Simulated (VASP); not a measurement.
# Al in VASP: a series of runs

The runs below take Al through single point, relaxation of cell and atoms, with PBE.

Everything below comes from runs of VASP 6.6.1. Logs are shortened: lines on timing, memory, paths and dates and some standing lists are left out, and cuts for length are marked.

### Step 1. The cell of the first run

It takes space group Fm-3m (No. 225, cubic). The conventional cell has a = 4.039 Å, b = 4.039 Å, c = 4.039 Å, α = 90.00°, β = 90.00°, γ = 90.00°. Al (site symmetry m-3m) has 12 Al at 2.86 Å within 3.8 Å.

### Step 2. Single point, PBE

The input, INCAR:

```
SYSTEM = Al
PREC = Accurate
ENCUT = 520
EDIFF = 1E-7
ISMEAR = 0
SIGMA = 0.1
LREAL = .FALSE.
LASPH = .TRUE.
NELM = 60
ALGO = Normal
ISIF = 2
LWAVE = .FALSE.
LCHARG = .FALSE.
GGA = PE
NBANDS = 8
```

The input, KPOINTS:

```
regular mesh
0
G
  24 24 24
  0 0 0
```

The input, POSCAR:

```
Al
1.0
    0.0000000000      2.0196713227      2.0196713227
    2.0196713227      0.0000000000      2.0196713227
    2.0196713227      2.0196713227      0.0000000000
Al
1
Direct
    0.0000000000      0.0000000000      0.0000000000
```

Potentials or basis: VASP PAW PBE potentials, release 64 (Al).

Run with:

```bash
$ cat potpaw_PBE.64/Al/POTCAR > POTCAR
$ mpirun -np 1 vasp_std > vasp.out
```

OUTCAR:

```text
SYSTEM = Al
   PREC = Accurate
   ENCUT = 520
   EDIFF = 1E-7
   ISMEAR = 0
   LREAL = .FALSE.
   LASPH = .TRUE.
   NELM = 60
   ISIF = 2
   GGA = PE

 ion  position               nearest neighbor table
   1  0.000  0.000  0.000-

  LATTYP: Found a face centered cubic cell.
 ALAT       =     4.0393426454

  Lattice vectors:

 A1 = (   0.0000000000,   2.0196713227,   2.0196713227)
 A2 = (   2.0196713227,   0.0000000000,   2.0196713227)
 A3 = (   2.0196713227,   2.0196713227,   0.0000000000)

Analysis of symmetry for initial positions (statically):
=====================================================================
 Subroutine PRICEL returns:
 Original cell was already a primitive cell.

 Routine SETGRP: Setting up the symmetry group for a
 face centered cubic supercell.

 Subroutine GETGRP returns: Found 48 space group operations
 (whereof 48 operations were pure point group operations)
 out of a pool of 48 trial point group operations.

The static configuration has the point symmetry O_h .

Analysis of symmetry for dynamics (positions and initial velocities):
=====================================================================
 Subroutine PRICEL returns:
 Original cell was already a primitive cell.

 Routine SETGRP: Setting up the symmetry group for a
 face centered cubic supercell.

 Subroutine GETGRP returns: Found 48 space group operations
 (whereof 48 operations were pure point group operations)
 out of a pool of 48 trial point group operations.

The dynamic configuration has the point symmetry O_h .

 Subroutine INISYM returns: Found 48 space group operations
 (whereof 48 operations are pure point group operations),
 and found     1 'primitive' translations

----------------------------------------------------------------------------------------

                                     Primitive cell

  volume of cell :      16.4768

  direct lattice vectors                    reciprocal lattice vectors
     0.000000000  2.019671323  2.019671323    -0.247565034  0.247565034  0.247565034
     2.019671323  0.000000000  2.019671323     0.247565034 -0.247565034  0.247565034
     2.019671323  2.019671323  0.000000000     0.247565034  0.247565034 -0.247565034

  length of vectors
     2.856246576  2.856246576  2.856246576     0.428795217  0.428795217  0.428795217

  position of ions in fractional coordinates (direct lattice)
     0.000000000  0.000000000  0.000000000

  ion indices of the primitive-cell ions
   primitive index   ion index
                 1           1

----------------------------------------------------------------------------------------

 KPOINTS: regular mesh

Automatic generation of k-mesh.
 Grid dimensions read from file:
 generate k-points for:   24   24   24

 Generating k-lattice:

  Cartesian coordinates                     Fractional coordinates (reciprocal lattice)
    -0.010315210  0.010315210  0.010315210     0.041666667  0.000000000  0.000000000
     0.010315210 -0.010315210  0.010315210     0.000000000  0.041666667  0.000000000
     0.010315210  0.010315210 -0.010315210     0.000000000  0.000000000  0.041666667

  Length of vectors
     0.017866467  0.017866467  0.017866467

  Shift w.r.t. Gamma in fractional coordinates (k-lattice)
     0.000000000  0.000000000  0.000000000

 Subroutine IBZKPT returns following result:
 ===========================================

 Found    413 irreducible k-points:

 Following reciprocal coordinates:
            Coordinates               Weight
  0.000000  0.000000  0.000000      1.000000
  0.041667  0.000000  0.000000      8.000000
  0.083333  0.000000  0.000000      8.000000
  0.125000  0.000000  0.000000      8.000000
  0.166667  0.000000  0.000000      8.000000
  0.208333  0.000000  0.000000      8.000000
[... 16 lines left out ...]
  0.416667  0.041667  0.000000     24.000000
  0.458333  0.041667  0.000000     24.000000
 [... further k-points ...]
   k-points           NKPTS =    413   k-points in BZ     NKDIM =    413   number of bands    NBANDS=      8
   number of dos      NEDOS =    301   number of ions     NIONS =      1
   total plane-waves  NPLWV =  13824
   dimension x,y,z NGX =    24 NGY =   24 NGZ =   24
   dimension x,y,z NGXF=    48 NGYF=   48 NGZF=   48
   ions per type =               1
   NGX,Y,Z   is equivalent  to a cutoff of  13.97, 13.97, 13.97 a.u.
   NGXF,Y,Z  is equivalent  to a cutoff of  27.94, 27.94, 27.94 a.u.
 SYSTEM =  Al
   PREC   = accura    normal or accurate (medium, high low for compatibility)
   ISTART =      0    job   : 0-new  1-cont  2-samecut
   ICHARG =      2    charge: 1-file 2-atom 10-const
   ISPIN  =      1    spin polarized calculation?
   LNONCOLLINEAR =      F non collinear calculations
   LSORBIT =      F    spin-orbit coupling
   LASPH  =      T    aspherical Exc in radial PAW
   ENCUT  =  520.0 eV  38.22 Ry    6.18 a.u.   5.31  5.31  5.31*2*pi/ulx,y,z
   NELM   =     60;   NELMIN=  2; NELMDL= -5     # of ELM steps
   EDIFF  = 0.1E-06   stopping-criterion for ELM
   LREAL  =      F    real-space projection
   EDIFFG = 0.1E-05   stopping-criterion for IOM
   NSW    =      0    number of steps for IOM
   IBRION =     -1    ionic relax: 0-MD 1-quasi-New 2-CG
   NFREE  =      0    steps in history (QN), initial steepest desc. (CG)
   ISIF   =      2    stress and relaxation
   ISYM   =      2    0-nonsym 1-usesym 2-fastsym
   POTIM  = 0.5000    time-step for ionic-motion
   TEBEG  =    0.0;   TEEND  =   0.0 temperature during run
   PSTRESS=    0.0 pullay stress
   NELECT =       3.0000    total number of electrons
   NUPDOWN=      -1.0000    fix difference up-down
   EMIN   =  10.00;   EMAX   =-10.00  energy-range for DOS
   EFERMI =   0.00;   METHOD = LEGACY
   ISMEAR =     0;   SIGMA  =   0.10  broadening in eV -4-tet -1-fermi 0-gaus
   EFERMI_NEDOS =   21; number of points for ismear=-14 and -15
   IALGO  =     38    algorithm
   IMIX   =      4    mixing-type and parameters
     AMIX     =   0.40;   BMIX     =  1.00
     AMIX_MAG =   1.60;   BMIX_MAG =  1.00
  volume/ion in A,a.u.               =      16.48       111.19
  Fermi-wavevector in a.u.,A,eV,Ry     =   0.927879  1.753437 11.714057  0.860959
  Thomas-Fermi vector in A             =   2.053996
   LORBIT       =      0    0 simple, 1 ext, 2 COOP (PROOUT), +10 PAW based schemes
   GGA     = PE    functional components
   LHFCALC =     F    Hartree Fock is set to
   AEXX    =    0.0000 exact exchange contribution
   IVDW    =     0    specifies the selected vdW correction
   LEPSILON=     F    determine dielectric tensor
   LRPA    =     F    only Hartree local field effects (RPA)
 non-spin polarized calculation
 Gauss-broadening in eV      SIGMA  =   0.10
  energy-cutoff  :      520.00
  volume of cell :       16.48
 maximum number of plane-waves:       459
 NGX is ok and might be reduce to    24

 number of electron       3.0000000 magnetization

 Free energy of the ion-electron system (eV)
  ---------------------------------------------------
  ext. energy  EPLUGINS =         0.00000000
  ---------------------------------------------------
  free energy    TOTEN  =        -3.74539679 eV

  energy without entropy =       -3.74295091  energy(sigma->0) =       -3.74417385

 E-fermi :   8.0240     XC(G=0): -10.2019

 val. band max:        7.9967654656   @ k =  -0.3333   0.3750   0.0417
 cond. band min:       8.0363516153   @ k =  -0.2917   0.4583   0.1667
 fundamental gap:      0.0395861497
 Fermi energy:         8.0240370779

 k-point     1 :       0.0000    0.0000    0.0000
  band No.  band energies     occupation
      1      -3.1296      2.00000
      2      20.6415      0.00000
      3      20.6415      0.00000
      4      20.6415      0.00000
      5      22.1439      0.00000
      6      22.1439      0.00000
      7      22.1439      0.00000
      8      24.4904      0.00000

 k-point     2 :       0.0417    0.0000    0.0000
  band No.  band energies     occupation
      1      -3.0823      2.00000
      2      19.6436      0.00000
      3      20.4485      0.00000
      4      20.4485      0.00000
      5      22.4110      0.00000
      6      22.4110      0.00000
      7      22.6011      0.00000
      8      24.9972      0.00000

 k-point     3 :       0.0833    0.0000    0.0000
  band No.  band energies     occupation
      1      -2.9407      2.00000
      2      18.0262      0.00000
      3      20.0744      0.00000
      4      20.0744      0.00000
      5      22.8028      0.00000
      6      23.0001      0.00000
      7      23.0001      0.00000
      8      26.3162      0.00000

 k-point     4 :       0.1250    0.0000    0.0000
  band No.  band energies     occupation
      1      -2.7049      2.00000
      2      16.3367      0.00000
      3      19.6990      0.00000
      4      19.6990      0.00000
      5      22.7459      0.00000
      6      23.6862      0.00000
      7      23.6862      0.00000
      8      25.6924      0.00000

 k-point     5 :       0.1667    0.0000    0.0000
  band No.  band energies     occupation
      1      -2.3755      2.00000
      2      14.6618      0.00000
      3      19.3745      0.00000
      4      19.3745      0.00000
      5      22.6156      0.00000
      6      24.0627      0.00000
      7      24.0627      0.00000
      8      25.3003      0.00000
[... 177 lines left out ...]
 k-point    22 :       0.3750    0.0417    0.0000
  band No.  band energies     occupation
      1       0.4175      2.00000
      2       7.6314      2.00000
      3      17.9861      0.00000
      4      19.1871      0.00000
      5      19.8168      0.00000
      6      21.8794      0.00000
      7      22.9731      0.00000
      8      25.2739      0.00000

 k-point    23 :       0.4167    0.0417    0.0000
  band No.  band energies     occupation
      1       1.2601      2.00000
      2       6.3200      2.00000
      3      18.0854      0.00000
      4      19.2515      0.00000
      5      19.3032      0.00000
      6      21.3362      0.00000
      7      23.1180      0.00000
      8      24.6958      0.00000

 k-point    24 :       0.4583    0.0417    0.0000
  band No.  band energies     occupation
      1       2.1883      2.00000
      2       5.0880      2.00000
      3      18.2644      0.00000
      4      18.7831      0.00000
      5      19.4808      0.00000
      6      20.8688      0.00000
      7      23.3426      0.00000
      8      24.1819      0.00000

 [... further k-points ...]

------------------------ aborting loop because EDIFF is reached ----------------------------------------

  FORCE on cell =-STRESS in cart. coord.  units (eV):
  Direction    XX          YY          ZZ          XY          YZ          ZX
  --------------------------------------------------------------------------------------
  -------------------------------------------------------------------------------------
  Total       -0.0014250     -0.0014250     -0.0014250      0.0000000      0.0000000     -0.0000000
  in kB       -0.1385663     -0.1385663     -0.1385663      0.0000000      0.0000000     -0.0000000
  external PRESSURE =      -0.1385663 kB  Pullay stress =       0.0000000 kB

 VOLUME and BASIS-vectors are now :
 -----------------------------------------------------------------------------
  energy-cutoff  :      520.00
  volume of cell :       16.48
      direct lattice vectors                 reciprocal lattice vectors
     0.000000000  2.019671323  2.019671323    -0.247565034  0.247565034  0.247565034
     2.019671323  0.000000000  2.019671323     0.247565034 -0.247565034  0.247565034
     2.019671323  2.019671323  0.000000000     0.247565034  0.247565034 -0.247565034

 POSITION                                       TOTAL-FORCE (eV/Angst)
 -----------------------------------------------------------------------------------
      0.00000      0.00000      0.00000        -0.000000      0.000000      0.000000
 -----------------------------------------------------------------------------------
    total drift:                               -0.000000      0.000000      0.000000

  FREE ENERGIE OF THE ION-ELECTRON SYSTEM (eV)
  ---------------------------------------------------
  free  energy   TOTEN  =        -3.7453967853 eV

  energy  without entropy=       -3.7429509087  energy(sigma->0) =       -3.74417385
```

Run time: 52 s. Hardware: 1 thread of Intel Xeon 8259CL, shared host; peak memory 0.17 GiB.

What came out:

- Free energy: -3.7454 eV
- Pressure: 0.0 GPa
- Band gap on the k mesh: zero (an odd number of electrons rules out a gap without spin polarisation)

### Step 3. Relaxation of cell and atoms, PBE

This run uses another cell than the first one, of 16.53 Å³/atom.

The input, INCAR:

```
SYSTEM = Al
PREC = Accurate
ENCUT = 600
EDIFF = 1E-6
ISMEAR = 0
SIGMA = 0.1
LREAL = .False.
LASPH = .True.
NELM = 100
ALGO = Normal
ISIF = 3
LWAVE = .False.
LCHARG = .False.
GGA = PE
IBRION = 2
NSW = 100
EDIFFG = -0.01
```

The input, KPOINTS:

```
Automatic mesh
0
Gamma
  24 24 24
  0 0 0
```

The input, POSCAR:

```
Al
1.0
    0.0000000000      2.0219850790      2.0219850790
    2.0219850790      0.0000000000      2.0219850790
    2.0219850790      2.0219850790      0.0000000000
Al
1
Direct
    0.0000000000      0.0000000000      0.0000000000
```

Potentials or basis: VASP PAW PBE potentials, release 64 (Al).

Run with:

```bash
$ cat potpaw_PBE.64/Al/POTCAR > POTCAR
$ mpirun -np 1 vasp_std > vasp.out
```

Run time: 47 s. Hardware: 1 thread of Intel Xeon 8259CL, shared host; peak memory 0.17 GiB.

Results (log left out):

| Item | Value |
| --- | --- |
| Free energy | -3.7455 eV |
| Relaxed volume | 16.47 Å³/atom |
| Relaxed cell | a = 2.856 Å, b = 2.856 Å, c = 2.856 Å, α = 60.00°, β = 60.00°, γ = 60.00° |
| Space group after relaxing (to 0.1 Å) | Fm-3m (No. 225) |
| Energy gained by relaxing | 0.1 meV/atom |
| Ionic steps | 2 |
| Pressure after relaxing | 0.0 GPa |
| Band gap on the k mesh | zero (an odd number of electrons rules out a gap without spin polarisation) |

Final structure:
```xyz
1
Lattice="0.0000 2.0192 2.0192 2.0192 0.0000 2.0192 2.0192 2.0192 0.0000" Properties=species:S:1:pos:R:3 pbc="T T T"
Al    4.0385    2.0192    2.0192
```

Levels at points of the mesh, in eV from the Fermi level:
| k point | band 1 | band 2 | band 3 | band 4 |
| --- | --- | --- | --- | --- |
| (0.00, 0.00, 0.00) | -11.16 | 12.62 | 12.62 | 12.62 |
| (0.50, 0.00, 0.00) | -4.61 | -4.39 | 11.42 | 11.43 |
| (0.50, 0.50, 0.00) | -2.94 | -1.61 | 5.25 | 5.59 |

### Step 4. Single point, PBE

This run uses another cell than the first one: it holds 8 atoms, not 1.

The input, INCAR:

```
SYSTEM = Al
PREC     = Accurate       ! precision mode
ENCUT    = 520            ! plane-wave cutoff, eV
EDIFF    = 1E-6           ! SCF threshold, eV
ISMEAR   = 0              ! smearing method
SIGMA    = 0.1            ! smearing width, eV
LREAL    = .FALSE.        ! projectors in reciprocal space
LASPH    = .TRUE.         ! aspherical terms in the spheres
NELM     = 60             ! most SCF steps
ALGO     = Fast           ! electronic algorithm
ISIF     = 2              ! what is computed and relaxed
LWAVE    = .FALSE.        ! write WAVECAR
LCHARG   = .TRUE.         ! write CHGCAR
GGA      = PE             ! functional
LELF     = .TRUE.         ! ELF
LVHAR    = .TRUE.       
NBANDS   = 22             ! bands
```

The input, KPOINTS:

```
regular mesh
0
G
  6 6 6
  0 0 0
```

The input, POSCAR:

```
Al
1.0
   -2.8602734004      4.0140295436      2.8794149266
    2.8754423100     -4.0501992415      2.8449744259
    2.8485935861      4.0589416933     -2.8299166201
Al
8
Direct
    0.0000355966      0.0000468038      0.0000214995
    0.9999629876      0.9999314468      0.4999607051
   -0.0000736892      0.5000000429      0.9999811358
    0.0000762225      0.5000094309      0.5000468188
    0.5000340036      0.0000575079      0.0000313779
    0.4999790999     -0.0000429144      0.4999690083
    0.4999356873      0.4999945641     -0.0000317450
    0.5000500917      0.5000031181      0.5000211997
```

Run with:

```bash
$ cat potpaw_PBE.64/Al/POTCAR > POTCAR
$ mpirun -np 1 vasp_std > vasp.out
```

It took 10 min on 1 thread of Intel Xeon 8259CL, shared host; peak memory 0.41 GiB.

The run converged. Its results:

| Quantity | Value |
| --- | --- |
| Free energy | -30.0355 eV |
| Pressure | 0.0 GPa |
| Band gap on the k mesh | zero (bands 12 and 13 overlap by 2.25 eV) |

Levels at points of the mesh, in eV from the Fermi level:
```
           k point  band 10  band 11  band 12  band 13  band 14  band 15
(0.00, 0.00, 0.00)    -2.83    -2.76    -2.76    -1.54    -1.43    -1.43
(0.50, 0.00, 0.00)    -0.63    -0.63    -0.63    -0.59    -0.59     3.57
(0.00, 0.50, 0.00)    -0.69     0.33     0.33     1.26     1.26     1.34
(0.50, 0.50, 0.00)    -0.63    -0.63    -0.63    -0.59    -0.59     3.57
(0.00, 0.00, 0.50)    -0.63    -0.63    -0.63    -0.59    -0.59     3.57
(0.50, 0.00, 0.50)    -0.67     0.30     0.30     1.23     1.23     1.39
(0.00, 0.50, 0.50)    -0.63    -0.63    -0.63    -0.59    -0.59     3.57
(0.50, 0.50, 0.50)    -0.67     0.30     0.30     1.23     1.23     1.39
```

### Step 5. Overview

| task | cell | k mesh | cutoff (eV) | gap on the mesh (eV) | pressure (GPa) |
| --- | --- | --- | --- | --- | --- |
| single point | a = 2.856 Å, angles 60.0°, 1 atom, atomic positions A | 24 × 24 × 24 | 520 | none | 0.0 |
| relaxation of cell and atoms | relaxed from a = 2.860 Å, angles 60.0°, 1 atom, atomic positions A | 24 × 24 × 24 | 600 | none | 0.0 |
| single point | a = 5.708, b = 5.724, c = 5.709 Å, angles 119.9, 90.0, 119.9°, 8 atoms, atomic positions B | 6 × 6 × 6 | 520 | none | 0.0 |

Alike in all rows: level PBE; potentials or basis VASP PAW PBE potentials, release 64 (Al); no spin polarisation; smearing gaussian 0.1 eV.

Absolute energies hang on the potentials; compare differences alone.
